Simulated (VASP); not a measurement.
Set up this calculation in VASP 6.6.1, as the native input.

```yaml
Task: single point
Functional: PBE
Potentials_or_basis: VASP PAW PBE potentials, release 64 (Ba_sv, Ti_sv, O)
Cutoff: 520 eV
k_mesh: 8 × 8 × 8
Occupations: gaussian, width 0.05 eV
Spin: no spin polarisation
Hubbard_terms: Ti d U = 4.0 eV
Dipole_correction: no
Further_INCAR_settings: ALGO = Normal; EDIFF = 1e-07; NBANDS = 28
```

The structure of BaTiO3 lies in POSCAR:

```
BaTiO3
1.0
    4.1295728340      0.0000000000      0.0000000000
    0.0000000000      4.1295728340      0.0000000000
    0.0000000000      0.0000000000      4.1295728340
Ba Ti O
1 1 3
Direct
    0.5004578627      0.5000000000      0.5000000000
    0.0169457659      0.0000000000      0.0000000000
    0.4724487242      0.0000000000      0.0000000000
   -0.0135391909      0.5000000000      0.0000000000
   -0.0135391909      0.0000000000      0.5000000000
```

This cell differs from its parent crystal: atoms displaced along a vibrational mode, the cell strained.

One way to write it, as run:

INCAR

```
SYSTEM = BaTiO3
PREC = Accurate
ENCUT = 520
EDIFF = 1E-7
ISMEAR = 0
SIGMA = 0.05
LREAL = .FALSE.
LASPH = .TRUE.
NELM = 150
ALGO = Normal
ISIF = 2
LWAVE = .FALSE.
LCHARG = .FALSE.
LMAXMIX = 4
LDAU = .TRUE.
LDAUTYPE = 2
LDAUL = -1 2 -1
LDAUU = 0 4 0
LDAUJ = 0 0 0
LDAUPRINT = 1
GGA = PE
NBANDS = 28
```

KPOINTS

```
Automatic mesh
0
G
  8 8 8
  0 0 0
```

Potentials or basis: VASP PAW PBE potentials, release 64 (Ba_sv, Ti_sv, O).

Launch:

```sh
$ cat potpaw_PBE.64/Ba_sv/POTCAR potpaw_PBE.64/Ti_sv/POTCAR potpaw_PBE.64/O/POTCAR > POTCAR
$ mpirun -np 1 vasp_std > vasp.out
```

Results of the run:

```yaml
Pressure: -5.7 GPa
Largest_force: 0.254 eV/Å
Band_gap_on_the_k_mesh: 2.07 eV (least direct gap 2.49 eV)
```

Caveat: the cell differs from its parent crystal (atoms displaced along a vibrational mode, the cell strained); the cell stands under tension; spin-orbit coupling is left out, which moves the levels of the heavy elements.

It took 71 s on 1 thread of Intel(R) Xeon(R) 6975P-C (Granite Rapids), on a shared host, peak memory 0.27 GiB.
